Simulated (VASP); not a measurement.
# C in VASP: single point with PBE

Aim: the single point of C with PBE.

Everything below comes from runs of VASP 6.6.1. Logs are shortened: lines on timing, memory, paths and dates and some standing lists are left out, and cuts for length are marked.

## Step 1: The cell of the first run

The cell holds a slab with vacuum, 12 atoms: a = 2.517 Å, b = 3.560 Å, c = 20.293 Å, α = 90.00°, β = 90.00°, γ = 90.00°.

## Step 2: Single point, PBE

Input file INCAR:

```
ALGO = Normal
DIPOL = 0.5 0.5 0.500
EDIFF = 1E-6
ENCUT = 520
GGA = PE
GGA_COMPAT = F
IDIPOL = 3
ISIF = 2
ISMEAR = 0
LASPH = T
LCHARG = F
LDIPOL = T
LREAL = F
LWAVE = F
NBANDS = 36
NELM = 120
NELMDL = -8
PREC = Accurate
SIGMA = 0.03
```

Input file KPOINTS:

```
k-points
0
Gamma
  10 8 1
```

Input file POSCAR:

```
C
1.0
    2.5173001000      0.0000000000      0.0000000000
    0.0000000000      3.5600000000      0.0000000000
    0.0000000000      0.0000000000     20.2933000000
C
12
Direct
    0.0000000000      0.0297651569      0.3526935767
    0.5000000000      0.2202348431      0.3526935767
    0.5000000000      0.5094315374      0.4049314595
    0.0000000000      0.7405684626      0.4049314595
    0.0000000000      0.0010276282      0.4691645099
    0.5000000000      0.2489723718      0.4691645099
    0.5000000000      0.5010274746      0.5308354397
    0.0000000000      0.7489725254      0.5308354397
    0.0000000000      0.0094314593      0.5950685506
    0.5000000000      0.2405685407      0.5950685506
    0.5000000000      0.5297651477      0.6473064637
    0.0000000000      0.7202348523      0.6473064637
```

Potentials or basis: VASP PAW PBE potentials, release 64 (C).

On the command line:

```sh
> cat potpaw_PBE.64/C/POTCAR > POTCAR
> mpirun -np 1 vasp_std > vasp.out
```

OUTCAR:

```text
EDIFF = 1E-6
   ENCUT = 520
   GGA = PE
   ISIF = 2
   ISMEAR = 0
   LASPH = T
   LREAL = F
   NELM = 120
   NELMDL = -8
   PREC = Accurate

 ion  position               nearest neighbor table
   1  0.000  0.030  0.353-   2 1.43   2 1.43   4 1.48
   2  0.500  0.220  0.353-   1 1.43   1 1.43   3 1.48
   3  0.500  0.509  0.405-   2 1.48   4 1.50   4 1.50   6 1.60
   4  0.000  0.741  0.405-   1 1.48   3 1.50   3 1.50   5 1.60
   5  0.000  0.001  0.469-   6 1.54   6 1.54   8 1.54   4 1.60
   6  0.500  0.249  0.469-   5 1.54   5 1.54   7 1.54   3 1.60
   7  0.500  0.501  0.531-   8 1.54   8 1.54   6 1.54  10 1.60
   8  0.000  0.749  0.531-   7 1.54   7 1.54   5 1.54   9 1.60
   9  0.000  0.009  0.595-  12 1.48  10 1.50  10 1.50   8 1.60
  10  0.500  0.241  0.595-  11 1.48   9 1.50   9 1.50   7 1.60
  11  0.500  0.530  0.647-  12 1.43  12 1.43  10 1.48
  12  0.000  0.720  0.647-  11 1.43  11 1.43   9 1.48

  LATTYP: Found a simple orthorhombic cell.
 ALAT       =     2.5173001000
 B/A-ratio  =     1.4142135854
 C/A-ratio  =     8.0615338632

  Lattice vectors:

 A1 = (   2.5173001000,   0.0000000000,   0.0000000000)
 A2 = (   0.0000000000,   3.5600000000,   0.0000000000)
 A3 = (   0.0000000000,   0.0000000000,  20.2933000000)

Analysis of symmetry for initial positions (statically):
=====================================================================
 Subroutine PRICEL returns:
 Original cell was already a primitive cell.

 Routine SETGRP: Setting up the symmetry group for a
 simple orthorhombic supercell.

 Subroutine GETGRP returns: Found  8 space group operations
 (whereof  2 operations were pure point group operations)
 out of a pool of  8 trial point group operations.

The static configuration has the point symmetry C_1h.
 The point group associated with its full space group is D_2h.

Analysis of symmetry for dynamics (positions and initial velocities):
=====================================================================
 Subroutine PRICEL returns:
 Original cell was already a primitive cell.

 Routine SETGRP: Setting up the symmetry group for a
 simple orthorhombic supercell.

 Subroutine GETGRP returns: Found  8 space group operations
 (whereof  2 operations were pure point group operations)
 out of a pool of  8 trial point group operations.

The dynamic configuration has the point symmetry C_1h.
 The point group associated with its full space group is D_2h.

 Subroutine INISYM returns: Found  8 space group operations
 (whereof  2 operations are pure point group operations),
 and found     1 'primitive' translations

----------------------------------------------------------------------------------------

                                     Primitive cell

  volume of cell :     181.8602

  direct lattice vectors                    reciprocal lattice vectors
     2.517300100  0.000000000  0.000000000     0.397251007  0.000000000  0.000000000
     0.000000000  3.560000000  0.000000000     0.000000000  0.280898876  0.000000000
     0.000000000  0.000000000 20.293300000     0.000000000  0.000000000  0.049277348

  length of vectors
     2.517300100  3.560000000 20.293300000     0.397251007  0.280898876  0.049277348

  position of ions in fractional coordinates (direct lattice)
     0.000000000  0.029765157  0.352693577
     0.500000000  0.220234843  0.352693577
     0.500000000  0.509431537  0.404931459
     0.000000000  0.740568463  0.404931459
     0.000000000  0.001027628  0.469164510
     0.500000000  0.248972372  0.469164510
     0.500000000  0.501027475  0.530835440
     0.000000000  0.748972525  0.530835440
     0.000000000  0.009431459  0.595068551
     0.500000000  0.240568541  0.595068551
     0.500000000  0.529765148  0.647306464
     0.000000000  0.720234852  0.647306464

  ion indices of the primitive-cell ions
   primitive index   ion index
                 1           1
                 2           2
                 3           3
                 4           4
                 5           5
                 6           6
                 7           7
                 8           8
                 9           9
                10          10
                11          11
                12          12

----------------------------------------------------------------------------------------

 KPOINTS: k-points

Automatic generation of k-mesh.
 Grid dimensions read from file:
 generate k-points for:   10    8    1

 Generating k-lattice:

  Cartesian coordinates                     Fractional coordinates (reciprocal lattice)
     0.039725101  0.000000000  0.000000000     0.100000000  0.000000000  0.000000000
     0.000000000  0.035112360  0.000000000     0.000000000  0.125000000  0.000000000
     0.000000000  0.000000000  0.049277348     0.000000000  0.000000000  1.000000000

  Length of vectors
     0.039725101  0.035112360  0.049277348

  Shift w.r.t. Gamma in fractional coordinates (k-lattice)
     0.000000000  0.000000000  0.000000000

 Subroutine IBZKPT returns following result:
 ===========================================

 Found     30 irreducible k-points:

 Following reciprocal coordinates:
            Coordinates               Weight
  0.000000  0.000000  0.000000      1.000000
  0.100000  0.000000  0.000000      2.000000
  0.200000  0.000000  0.000000      2.000000
  0.300000  0.000000  0.000000      2.000000
  0.400000  0.000000  0.000000      2.000000
  0.500000  0.000000  0.000000      1.000000
[... 16 lines left out ...]
  0.400000  0.375000  0.000000      4.000000
  0.500000  0.375000  0.000000      2.000000
 [... further k-points ...]
   k-points           NKPTS =     30   k-points in BZ     NKDIM =     30   number of bands    NBANDS=     36
   number of dos      NEDOS =    301   number of ions     NIONS =     12
   total plane-waves  NPLWV =  89600
   dimension x,y,z NGX =    20 NGY =   28 NGZ =  160
   dimension x,y,z NGXF=    40 NGYF=   56 NGZF=  320
   ions per type =              12
   NGX,Y,Z   is equivalent  to a cutoff of  13.21, 13.08, 13.11 a.u.
   NGXF,Y,Z  is equivalent  to a cutoff of  26.42, 26.15, 26.21 a.u.
 SYSTEM =  unknown system
   PREC   = accura    normal or accurate (medium, high low for compatibility)
   ISTART =      0    job   : 0-new  1-cont  2-samecut
   ICHARG =      2    charge: 1-file 2-atom 10-const
   ISPIN  =      1    spin polarized calculation?
   LNONCOLLINEAR =      F non collinear calculations
   LSORBIT =      F    spin-orbit coupling
   LASPH  =      T    aspherical Exc in radial PAW
   ENCUT  =  520.0 eV  38.22 Ry    6.18 a.u.   4.68  6.62 37.73*2*pi/ulx,y,z
   NELM   =    120;   NELMIN=  2; NELMDL= -8     # of ELM steps
   EDIFF  = 0.1E-05   stopping-criterion for ELM
   LREAL  =      F    real-space projection
   EDIFFG = 0.1E-04   stopping-criterion for IOM
   NSW    =      0    number of steps for IOM
   IBRION =     -1    ionic relax: 0-MD 1-quasi-New 2-CG
   NFREE  =      0    steps in history (QN), initial steepest desc. (CG)
   ISIF   =      2    stress and relaxation
   ISYM   =      2    0-nonsym 1-usesym 2-fastsym
   POTIM  = 0.5000    time-step for ionic-motion
   TEBEG  =    0.0;   TEEND  =   0.0 temperature during run
   PSTRESS=    0.0 pullay stress
   NELECT =      48.0000    total number of electrons
   NUPDOWN=      -1.0000    fix difference up-down
   EMIN   =  10.00;   EMAX   =-10.00  energy-range for DOS
   EFERMI =   0.00;   METHOD = LEGACY
   ISMEAR =     0;   SIGMA  =   0.03  broadening in eV -4-tet -1-fermi 0-gaus
   EFERMI_NEDOS =   21; number of points for ismear=-14 and -15
   IALGO  =     38    algorithm
   IMIX   =      4    mixing-type and parameters
     AMIX     =   0.40;   BMIX     =  1.00
     AMIX_MAG =   1.60;   BMIX_MAG =  1.00
  volume/ion in A,a.u.               =      15.16       102.27
  Fermi-wavevector in a.u.,A,eV,Ry     =   1.050129  1.984456 15.004112  1.102771
  Thomas-Fermi vector in A             =   2.185120
   LORBIT       =      0    0 simple, 1 ext, 2 COOP (PROOUT), +10 PAW based schemes
   GGA     = PE    functional components
   LHFCALC =     F    Hartree Fock is set to
   AEXX    =    0.0000 exact exchange contribution
   IVDW    =     0    specifies the selected vdW correction
   LEPSILON=     F    determine dielectric tensor
   LRPA    =     F    only Hartree local field effects (RPA)
 non-spin polarized calculation
 Gauss-broadening in eV      SIGMA  =   0.03
  energy-cutoff  :      520.00
  volume of cell :      181.86
 maximum number of plane-waves:      4934
 NGX is ok and might be reduce to    20
   NGX =  9   NGY = 13   NGZ = 75

 number of electron      48.0000005 magnetization

 dipolmoment           0.000000      0.000000      0.000019 electrons x Angstroem

 Free energy of the ion-electron system (eV)
  ---------------------------------------------------
  ext. energy  EPLUGINS =         0.00000000
  ---------------------------------------------------
  free energy    TOTEN  =      -103.27504263 eV

  energy without entropy =     -103.27407446  energy(sigma->0) =     -103.27455854

 E-fermi :   0.3839     XC(G=0):  -5.8097

 val. band max:        0.3713190964   @ k =   0.5000   0.3750   0.0000
 cond. band min:       0.4126085056   @ k =   0.0000   0.1250   0.0000
 fundamental gap:      0.0412894092
 Fermi energy:         0.3838693928

 k-point     1 :       0.0000    0.0000    0.0000
  band No.  band energies     occupation
      1     -21.4754      2.00000
      2     -20.3610      2.00000
      3     -18.1904      2.00000
      4     -15.1405      2.00000
      5     -13.2320      2.00000
      6     -13.0209      2.00000
[... 28 lines left out ...]
     35       7.4487      0.00000
     36       7.7100      0.00000
[... 866 lines left out ...]
      6     -13.1861      2.00000
[... 28 lines left out ...]
     35      10.4819      0.00000
     36      10.4820      0.00000

 [... further k-points ...]

------------------------ aborting loop because EDIFF is reached ----------------------------------------

 vacuum level on the upper side and lower side of the slab       (xc-potential included)        -0.093        -0.093

  FORCE on cell =-STRESS in cart. coord.  units (eV):
  Direction    XX          YY          ZZ          XY          YZ          ZX
  --------------------------------------------------------------------------------------
  -------------------------------------------------------------------------------------
  Total       -1.1147720     17.4174586      0.2043793      0.0000000      0.0000000      0.0000000
  in kB       -9.8210737    153.4467531      1.8005695      0.0000000      0.0000000      0.0000000
  external PRESSURE =      48.4754163 kB  Pullay stress =       0.0000000 kB

 VOLUME and BASIS-vectors are now :
 -----------------------------------------------------------------------------
  energy-cutoff  :      520.00
  volume of cell :      181.86
      direct lattice vectors                 reciprocal lattice vectors
     2.517300100  0.000000000  0.000000000     0.397251007  0.000000000  0.000000000
     0.000000000  3.560000000  0.000000000     0.000000000  0.280898876  0.000000000
     0.000000000  0.000000000 20.293300000     0.000000000  0.000000000  0.049277348

 POSITION                                       TOTAL-FORCE (eV/Angst)
 -----------------------------------------------------------------------------------
      0.00000      0.10596      7.15732         0.000000     -0.012532     -0.032636
      1.25865      0.78404      7.15732         0.000000      0.012532     -0.032636
      1.25865      1.81358      8.21740        -0.000000      0.002522      0.016030
      0.00000      2.63642      8.21740         0.000000     -0.002522      0.016030
      0.00000      0.00366      9.52090         0.000000     -0.007012     -0.008223
      1.25865      0.88634      9.52090        -0.000000      0.007012     -0.008223
      1.25865      1.78366     10.77240         0.000000     -0.007012      0.008223
      0.00000      2.66634     10.77240         0.000000      0.007012      0.008223
      0.00000      0.03358     12.07590        -0.000000      0.002522     -0.016030
      1.25865      0.85642     12.07590         0.000000     -0.002522     -0.016030
      1.25865      1.88596     13.13598         0.000000     -0.012532      0.032636
      0.00000      2.56404     13.13598        -0.000000      0.012532      0.032636
 -----------------------------------------------------------------------------------
    total drift:                                0.000000      0.000006      0.003726

  FREE ENERGIE OF THE ION-ELECTRON SYSTEM (eV)
  ---------------------------------------------------
  free  energy   TOTEN  =      -103.2750426327 eV

  energy  without entropy=     -103.2740744564  energy(sigma->0) =     -103.27455854

 vacuum level on the upper side and lower side of the slab         5.695         5.694
```

It took 9.2 min on 1 thread of Intel Xeon 8259CL, shared host; peak memory 0.35 GiB.

What came out:

```yaml
Free_energy: -103.2750 eV
Largest_force: 0.035 eV/Å
Band_gap_on_the_k_mesh: zero (band 24 reaches 0.64 eV, above the bottom of band 25 at 0.21 eV)
```

Forces in eV/Å, atoms in the order of the input:
```
C    0.000 -0.013 -0.033
C    0.000  0.013 -0.033
C    0.000  0.003  0.016
C    0.000 -0.003  0.016
C    0.000 -0.007 -0.008
C    0.000  0.007 -0.008
C    0.000 -0.007  0.008
C    0.000  0.007  0.008
C    0.000  0.003 -0.016
C    0.000 -0.003 -0.016
C    0.000 -0.013  0.033
C    0.000  0.013  0.033
```
